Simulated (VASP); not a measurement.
Write the native input for VASP 6.6.1 that does the following.

```
Task                   : single point
Functional             : PBEsol
Potentials or basis    : VASP PAW PBE potentials, release 64 (O)
Cutoff                 : 520 eV
k mesh                 : 6 × 6 × 6
Occupations            : gaussian, width 0.15 eV
Spin                   : no spin polarisation
Dipole correction      : no
Further INCAR settings : ALGO = Normal; EDIFF = 1e-07; NBANDS = 16
```

The structure of O lies in POSCAR:

```
O
1.0
    3.9457890000      0.0000000000      0.0000000000
    0.0000000000      3.9457890000      0.0000000000
    0.0000000000      0.0000000000      3.9457890000
O
3
Direct
    0.5000000000      0.5000000000      0.0000000000
    0.5000000000      0.0000000000      0.5000000000
    0.0000000000      0.5000000000      0.5000000000
```

These files were run (other wordings do the same):

INCAR

```
SYSTEM = O
PREC     = Accurate       ! precision mode
ENCUT    = 520            ! plane-wave cutoff, eV
EDIFF    = 1E-7           ! SCF threshold, eV
ISMEAR   = 0              ! smearing method
SIGMA    = 0.15           ! smearing width, eV
LREAL    = .FALSE.        ! projectors in reciprocal space
LASPH    = .TRUE.         ! aspherical terms in the spheres
NELM     = 80             ! most SCF steps
ALGO     = Normal         ! electronic algorithm
ISIF     = 2              ! what is computed and relaxed
LWAVE    = .FALSE.        ! write WAVECAR
LCHARG   = .FALSE.        ! write CHGCAR
GGA      = PS             ! functional
NBANDS   = 16             ! bands
```

KPOINTS

```
Automatic mesh
0
G
  6 6 6
  0 0 0
```

Potentials or basis: VASP PAW PBE potentials, release 64 (O).

Launch:

```bash
$ cat potpaw_PBE.64/O/POTCAR > POTCAR
$ mpirun -np 1 vasp_std > vasp.out
```

Results of the run:

- Pressure: -15.8 GPa
- Band gap on the k mesh: zero (bands 9 and 10 overlap by 0.77 eV)

Caveat: the cell stands under tension; the PAW data sets were made with another functional, which shifts forces and pressure a little.

It took 22 s on 1 thread of Intel Xeon 8259CL (shared host), peak memory 0.16 GiB.
